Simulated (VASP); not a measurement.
Set up this calculation in VASP 6.6.1, as the native input.

```yaml
Task: single point
Functional: PBE
Dispersion: D3(BJ)
Potentials_or_basis: VASP PAW PBE potentials, release 64 (Ta_pv, Te, I)
Cutoff: 520 eV
k_mesh: 4 × 4 × 4
Occupations: gaussian, width 0.01 eV
Spin: non-collinear spin, zero start, spin-orbit coupling
Starting_moments: "[[0.0, 0.0, 0.0], [0.0, 0.0, 0.0], [0.0, 0.0, 0.0], [0.0, 0.0, 0.0], [0.0, 0.0, 0.0], [0.0, 0.0, 0.0]] μB"
Dipole_correction: no
Further_INCAR_settings: ALGO = Normal; EDIFF = 1e-06; NBANDS = 73
```

The structure of Ta4TeI lies in POSCAR:

```
Ta4TeI
1.0
    0.0000000000      3.9614532409      3.9614532409
    3.9614532409      0.0000000000      3.9614532409
    3.9614532409      3.9614532409      0.0000000000
Ta Te I
4 1 1
Direct
    0.6249662745      0.6249662745      0.1251011766
    0.6249662745      0.1251011766      0.6249662745
    0.6249662745      0.6249662745      0.6249662745
    0.1251011766      0.6249662745      0.6249662745
    0.0000000000      0.0000000000      0.0000000000
    0.2500000000      0.2500000000      0.2500000000
```

The cell was built from a structure type or drawn by symmetry, and may not be a known phase.

These files were run (other wordings do the same):

INCAR

```
SYSTEM = Ta4TeI
PREC = Accurate ; ENCUT = 520
EDIFF = 1E-6 ; ISMEAR = 0
SIGMA = 0.01 ; LREAL = .FALSE.
LASPH = .TRUE. ; NELM = 150
ALGO = Normal ; ISIF = 2
LWAVE = .FALSE. ; LCHARG = .FALSE.
MAGMOM = 0 0 0 0 0 0 0 0 0 0 0 0 0 0 0 0 0 0 ; LORBIT = 11
LSORBIT = .TRUE. ; GGA_COMPAT = .FALSE.
LORBMOM = .TRUE. ; LMAXMIX = 4
GGA = PE ; IVDW = 12
NBANDS = 73
```

KPOINTS

```
regular mesh
0
G
  4 4 4
  0 0 0
```

Potentials or basis: VASP PAW PBE potentials, release 64 (Ta_pv, Te, I).

Launch:

```bash
$ cat potpaw_PBE.64/Ta_pv/POTCAR potpaw_PBE.64/Te/POTCAR potpaw_PBE.64/I/POTCAR > POTCAR
$ mpirun -np 1 vasp_ncl > vasp.out
```

Results of the run:

```yaml
Pressure: 0.1 GPa
Largest_force: 0.012 eV/Å
Net_moment: 0.00 μB per cell
Valence_electrons_inside_the_program's_atomic_spheres: Ta 8.98; Te 3.27; I 4.17
Dispersion_energy_per_atom: -0.608 eV
```

It took 4.6 min on 1 thread of Intel(R) Xeon(R) Platinum 8259CL CPU @ 2.50GHz (Skylake/Cascade Lake), with other jobs on the host, peak memory 0.62 GiB.
